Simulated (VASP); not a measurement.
# AlN (zincite) (Cmc2_1) in VASP: single point with PBEsol

Aim: the single point of AlN (zincite) with PBEsol.

Program: VASP 6.6.1. These are calculated values, not measurements. Logs are shortened: lines on timing, memory, paths and dates and some standing lists are left out, and cuts for length are marked.

## (1) The cell of the first run

It takes space group Cmc2_1 (No. 36, orthorhombic). Conventional cell: a = 3.230 Å, b = 5.135 Å, c = 5.214 Å, α = 90.00°, β = 90.00°, γ = 90.00°. Al (site symmetry m) has 4 N at 1.82 to 1.99 Å within 2.4 Å. Within 2.4 Å of N (site symmetry m) lie 4 Al at 1.82 to 1.99 Å.

## (2) Single point, PBEsol

INCAR reads:

```
ALGO     = Normal         # electronic algorithm
EDIFF    = 1E-6           # SCF threshold, eV
ENCUT    = 600            # plane-wave cutoff, eV
GGA      = PS             # functional
GGA_COMPAT= F            
ISIF     = 2              # what is computed and relaxed
ISMEAR   = 0              # smearing method
LASPH    = T              # aspherical terms in the spheres
LCHARG   = T              # write CHGCAR
LELF     = T              # ELF
LREAL    = F              # projectors in reciprocal space
LVHAR    = T            
LWAVE    = F              # write WAVECAR
NBANDS   = 16             # bands
NELM     = 120            # most SCF steps
PREC     = Accurate       # precision mode
SIGMA    = 0.02           # smearing width, eV
```

KPOINTS reads:

```
k-points
0
Gamma
  10 6 10
```

POSCAR reads:

```
AlN
1.0
    3.2300572045      0.0000000000      0.0000000000
    0.0000000000      5.2141142640      0.0000000000
    1.6150286023      0.0000000000      2.5673134226
Al N
2 2
Direct
    0.3333333333      0.5009968619      0.3333333333
    0.6666666667      0.0009968619      0.6666666667
    0.6666666667      0.6190031381      0.6666666667
    0.3333333333      0.1190031381      0.3333333333
```

Potentials or basis: VASP PAW PBE potentials, release 64 (Al, N).

Launch:

```bash
cat potpaw_PBE.64/Al/POTCAR potpaw_PBE.64/N/POTCAR > POTCAR
mpirun -np 1 vasp_std > vasp.out
```

OUTCAR:

```text
EDIFF = 1E-6
   ENCUT = 600
   GGA = PS
   ISIF = 2
   ISMEAR = 0
   LASPH = T
   LREAL = F
   NELM = 120
   PREC = Accurate

 ion  position               nearest neighbor table
   1  0.333  0.501  0.333-   3 1.82   3 1.93   3 1.93   4 1.99   2 3.12   2 3.12   2 3.18   2 3.18
                             2 3.18   2 3.18
   2  0.667  0.001  0.667-   4 1.82   4 1.93   4 1.93   3 1.99   1 3.12   1 3.12   1 3.18   1 3.18
                             1 3.18   1 3.18
   3  0.667  0.619  0.667-   1 1.82   1 1.93   1 1.93   2 1.99
   4  0.333  0.119  0.333-   2 1.82   2 1.93   2 1.93   1 1.99

  LATTYP: Found a base centered orthorhombic cell.
 ALAT       =     3.2300572045
 B/A-ratio  =     1.5896396008
 C/A-ratio  =     1.6142482730

  Lattice vectors:

 A1 = (   1.6150286023,   0.0000000000,   2.5673134226)
 A2 = (   1.6150286022,   0.0000000000,  -2.5673134226)
 A3 = (   0.0000000000,   5.2141142640,   0.0000000000)

Analysis of symmetry for initial positions (statically):
=====================================================================
 Subroutine PRICEL returns:
 Original cell was already a primitive cell.

 Routine SETGRP: Setting up the symmetry group for a
 base centered orthorhombic supercell.

 Subroutine GETGRP returns: Found  4 space group operations
 (whereof  2 operations were pure point group operations)
 out of a pool of  8 trial point group operations.

The static configuration has the point symmetry C_1h.
 The point group associated with its full space group is C_2v.

Analysis of symmetry for dynamics (positions and initial velocities):
=====================================================================
 Subroutine PRICEL returns:
 Original cell was already a primitive cell.

 Routine SETGRP: Setting up the symmetry group for a
 base centered orthorhombic supercell.

 Subroutine GETGRP returns: Found  4 space group operations
 (whereof  2 operations were pure point group operations)
 out of a pool of  8 trial point group operations.

The dynamic configuration has the point symmetry C_1h.
 The point group associated with its full space group is C_2v.

 Subroutine INISYM returns: Found  4 space group operations
 (whereof  2 operations are pure point group operations),
 and found     1 'primitive' translations

----------------------------------------------------------------------------------------

                                     Primitive cell

  volume of cell :      43.2384

  direct lattice vectors                    reciprocal lattice vectors
     3.230057205  0.000000000  0.000000000     0.309592040  0.000000000 -0.194756120
     0.000000000  5.214114264  0.000000000     0.000000000  0.191787128  0.000000000
     1.615028602  0.000000000  2.567313423     0.000000000  0.000000000  0.389512239

  length of vectors
     3.230057205  5.214114264  3.033053840     0.365755625  0.191787128  0.389512239

  position of ions in fractional coordinates (direct lattice)
     0.333333333  0.500996862  0.333333333
     0.666666667  0.000996862  0.666666667
     0.666666667  0.619003138  0.666666667
     0.333333333  0.119003138  0.333333333

  ion indices of the primitive-cell ions
   primitive index   ion index
                 1           1
                 2           2
                 3           3
                 4           4

----------------------------------------------------------------------------------------

 KPOINTS: k-points

Automatic generation of k-mesh.
 Grid dimensions read from file:
 generate k-points for:   10    6   10

 Generating k-lattice:

  Cartesian coordinates                     Fractional coordinates (reciprocal lattice)
     0.030959204  0.000000000 -0.019475612     0.100000000  0.000000000 -0.000000000
     0.000000000  0.031964521  0.000000000     0.000000000  0.166666667  0.000000000
     0.000000000  0.000000000  0.038951224     0.000000000  0.000000000  0.100000000

  Length of vectors
     0.036575563  0.031964521  0.038951224

  Shift w.r.t. Gamma in fractional coordinates (k-lattice)
     0.000000000  0.000000000  0.000000000

 Subroutine IBZKPT returns following result:
 ===========================================

 Found    124 irreducible k-points:

 Following reciprocal coordinates:
            Coordinates               Weight
  0.000000  0.000000  0.000000      1.000000
  0.100000  0.000000  0.000000      4.000000
  0.200000  0.000000  0.000000      4.000000
  0.300000  0.000000  0.000000      4.000000
  0.400000  0.000000  0.000000      4.000000
  0.500000  0.000000  0.000000      2.000000
[... 16 lines left out ...]
  0.400000  0.500000  0.000000      4.000000
  0.500000  0.500000  0.000000      2.000000
 [... further k-points ...]
   k-points           NKPTS =    124   k-points in BZ     NKDIM =    124   number of bands    NBANDS=     16
   number of dos      NEDOS =    301   number of ions     NIONS =      4
   total plane-waves  NPLWV =  28224
   dimension x,y,z NGX =    28 NGY =   42 NGZ =   24
   dimension x,y,z NGXF=    56 NGYF=   84 NGZF=   48
   ions per type =               2   2
   NGX,Y,Z   is equivalent  to a cutoff of  14.41, 13.39, 13.15 a.u.
   NGXF,Y,Z  is equivalent  to a cutoff of  28.82, 26.78, 26.31 a.u.
 SYSTEM =  unknown system
   PREC   = accura    normal or accurate (medium, high low for compatibility)
   ISTART =      0    job   : 0-new  1-cont  2-samecut
   ICHARG =      2    charge: 1-file 2-atom 10-const
   ISPIN  =      1    spin polarized calculation?
   LNONCOLLINEAR =      F non collinear calculations
   LSORBIT =      F    spin-orbit coupling
   LASPH  =      T    aspherical Exc in radial PAW
   ENCUT  =  600.0 eV  44.10 Ry    6.64 a.u.   6.45 10.41  6.06*2*pi/ulx,y,z
   NELM   =    120;   NELMIN=  2; NELMDL= -5     # of ELM steps
   EDIFF  = 0.1E-05   stopping-criterion for ELM
   LREAL  =      F    real-space projection
   EDIFFG = 0.1E-04   stopping-criterion for IOM
   NSW    =      0    number of steps for IOM
   IBRION =     -1    ionic relax: 0-MD 1-quasi-New 2-CG
   NFREE  =      0    steps in history (QN), initial steepest desc. (CG)
   ISIF   =      2    stress and relaxation
   ISYM   =      2    0-nonsym 1-usesym 2-fastsym
   POTIM  = 0.5000    time-step for ionic-motion
   TEBEG  =    0.0;   TEEND  =   0.0 temperature during run
   PSTRESS=    0.0 pullay stress
   NELECT =      16.0000    total number of electrons
   NUPDOWN=      -1.0000    fix difference up-down
   EMIN   =  10.00;   EMAX   =-10.00  energy-range for DOS
   EFERMI =   0.00;   METHOD = LEGACY
   ISMEAR =     0;   SIGMA  =   0.02  broadening in eV -4-tet -1-fermi 0-gaus
   EFERMI_NEDOS =   21; number of points for ismear=-14 and -15
   IALGO  =     38    algorithm
   IMIX   =      4    mixing-type and parameters
     AMIX     =   0.40;   BMIX     =  1.00
     AMIX_MAG =   1.60;   BMIX_MAG =  1.00
  volume/ion in A,a.u.               =      10.81        72.95
  Fermi-wavevector in a.u.,A,eV,Ry     =   1.175326  2.221044 18.794962  1.381391
  Thomas-Fermi vector in A             =   2.311708
   LORBIT       =      0    0 simple, 1 ext, 2 COOP (PROOUT), +10 PAW based schemes
   GGA     = PS    functional components
   LHFCALC =     F    Hartree Fock is set to
   AEXX    =    0.0000 exact exchange contribution
   IVDW    =     0    specifies the selected vdW correction
   LEPSILON=     F    determine dielectric tensor
   LRPA    =     F    only Hartree local field effects (RPA)
 non-spin polarized calculation
 Gauss-broadening in eV      SIGMA  =   0.02
  energy-cutoff  :      600.00
  volume of cell :       43.24
 maximum number of plane-waves:      1474
 NGX is ok and might be reduce to    28
   NGX = 13   NGY = 21   NGZ = 13

 number of electron      16.0000002 magnetization

 Free energy of the ion-electron system (eV)
  ---------------------------------------------------
  ext. energy  EPLUGINS =         0.00000000
  ---------------------------------------------------
  free energy    TOTEN  =       -31.03609840 eV

  energy without entropy =      -31.03609840  energy(sigma->0) =      -31.03609840

 E-fermi :   5.9519     XC(G=0): -10.9575

 val. band max:        5.7809655265   @ k =   0.0000   0.0000   0.0000
 cond. band min:       9.4099135858   @ k =   0.0000   0.0000   0.0000
 fundamental gap:      3.6289480592
 Fermi energy:         5.9518759368

 k-point     1 :       0.0000    0.0000    0.0000
  band No.  band energies     occupation
      1      -9.2324      2.00000
      2      -7.3686      2.00000
      3      -0.2935      2.00000
      4       4.8819      2.00000
      5       5.2506      2.00000
      6       5.4108      2.00000
[... 8 lines left out ...]
     15      18.1554      0.00000
     16      19.5399      0.00000

 k-point     2 :       0.1000    0.0000    0.0000
  band No.  band energies     occupation
      1      -9.1093      2.00000
      2      -7.2913      2.00000
      3      -0.1442      2.00000
      4       4.3265      2.00000
      5       4.8271      2.00000
      6       5.1481      2.00000
[... 8 lines left out ...]
     15      17.9839      0.00000
     16      18.6714      0.00000

 k-point     3 :       0.2000    0.0000    0.0000
  band No.  band energies     occupation
      1      -8.7565      2.00000
      2      -7.0857      2.00000
      3       0.2920      2.00000
      4       2.9627      2.00000
      5       3.7898      2.00000
      6       4.7684      2.00000
[... 8 lines left out ...]
     15      18.4525      0.00000
     16      18.7216      0.00000

 k-point     4 :       0.3000    0.0000    0.0000
  band No.  band energies     occupation
      1      -8.2320      2.00000
      2      -6.8379      2.00000
      3       0.9624      2.00000
      4       1.5827      2.00000
      5       2.6367      2.00000
      6       4.4538      2.00000
[... 8 lines left out ...]
     15      17.8397      0.00000
     16      19.4992      0.00000

 k-point     5 :       0.4000    0.0000    0.0000
  band No.  band energies     occupation
      1      -7.6681      2.00000
      2      -6.6906      2.00000
      3       0.5472      2.00000
      4       1.7015      2.00000
      5       1.8586      2.00000
      6       4.2034      2.00000
[... 8 lines left out ...]
     15      17.6042      0.00000
     16      19.8260      0.00000

 k-point     6 :       0.5000    0.0000    0.0000
  band No.  band energies     occupation
      1      -7.3693      2.00000
      2      -6.6925      2.00000
      3       0.1821      2.00000
      4       1.4060      2.00000
      5       2.3219      2.00000
      6       3.9262      2.00000
[... 8 lines left out ...]
     15      17.8729      0.00000
     16      19.8117      0.00000
[... 267 lines left out ...]
 k-point    21 :       0.2000    0.5000    0.0000
  band No.  band energies     occupation
      1      -8.0382      2.00000
      2      -8.0382      2.00000
      3       2.0268      2.00000
      4       2.0268      2.00000
      5       4.0800      2.00000
      6       4.0800      2.00000
[... 8 lines left out ...]
     15      18.8004      0.00000
     16      18.8004      0.00000

 k-point    22 :       0.3000    0.5000    0.0000
  band No.  band energies     occupation
      1      -7.6077      2.00000
      2      -7.6077      2.00000
      3       1.3060      2.00000
      4       1.3060      2.00000
      5       3.9027      2.00000
      6       3.9027      2.00000
[... 8 lines left out ...]
     15      19.0741      0.00000
     16      19.0741      0.00000

 k-point    23 :       0.4000    0.5000    0.0000
  band No.  band energies     occupation
      1      -7.1972      2.00000
      2      -7.1972      2.00000
      3       0.4895      2.00000
      4       0.4895      2.00000
      5       4.0850      2.00000
      6       4.0850      2.00000
[... 8 lines left out ...]
     15      19.1150      0.00000
     16      19.1150      0.00000

 k-point    24 :       0.5000    0.5000    0.0000
  band No.  band energies     occupation
      1      -7.0194      2.00000
      2      -7.0194      2.00000
      3       0.1485      2.00000
      4       0.1485      2.00000
      5       4.1951      2.00000
      6       4.1951      2.00000
[... 8 lines left out ...]
     15      19.1062      0.00000
     16      19.1062      0.00000

 [... further k-points ...]
[... 5 lines left out ...]
  --------------------------------------------------------------------------------------
  -------------------------------------------------------------------------------------
  Total       -3.4861041     -4.5930489      4.4748033      0.0000000      0.0000000      0.0000000
  in kB     -129.1758374   -170.1931193    165.8115908      0.0000000      0.0000000      0.0000000
  external PRESSURE =     -44.5191220 kB  Pullay stress =       0.0000000 kB

 VOLUME and BASIS-vectors are now :
 -----------------------------------------------------------------------------
  energy-cutoff  :      600.00
  volume of cell :       43.24
      direct lattice vectors                 reciprocal lattice vectors
     3.230057205  0.000000000  0.000000000     0.309592040  0.000000000 -0.194756120
     0.000000000  5.214114264  0.000000000     0.000000000  0.191787128  0.000000000
     1.615028602  0.000000000  2.567313423     0.000000000  0.000000000  0.389512239

 POSITION                                       TOTAL-FORCE (eV/Angst)
 -----------------------------------------------------------------------------------
      1.61503      2.61225      0.85577         0.000000     -0.504905      0.917413
      3.23006      0.00520      1.71154        -0.000000     -0.504905     -0.917413
      3.23006      3.22755      1.71154        -0.000000      0.504905     -1.031329
      1.61503      0.62050      0.85577         0.000000      0.504905      1.031329
 -----------------------------------------------------------------------------------
    total drift:                                0.000000      0.000342      0.000000

  FREE ENERGIE OF THE ION-ELECTRON SYSTEM (eV)
  ---------------------------------------------------
  free  energy   TOTEN  =       -31.0360983969 eV

  energy  without entropy=      -31.0360983969  energy(sigma->0) =      -31.03609840
```

It took 62 s on 1 thread of Intel Xeon Platinum 8375C at 2.90GHz (Ice Lake), shared host; peak memory 0.23 GiB.

Results:

- Free energy: -31.0361 eV
- Pressure: -4.5 GPa
- Largest force: 1.148 eV/Å
- Band gap on the k mesh: 3.63 eV, direct

Forces on the atoms (eV/Å):
```
Al   0.000 -0.505  0.917
Al   0.000 -0.505 -0.917
N    0.000  0.505 -1.031
N    0.000  0.505  1.031
```

Stress tensor (GPa, compression positive):
```
-12.92   0.00   0.00
  0.00 -17.02   0.00
  0.00   0.00  16.58
```

Caveat: the PAW data sets were made with another functional, which shifts forces and pressure a little. As with any semilocal functional, this PBEsol gap is likely too small.
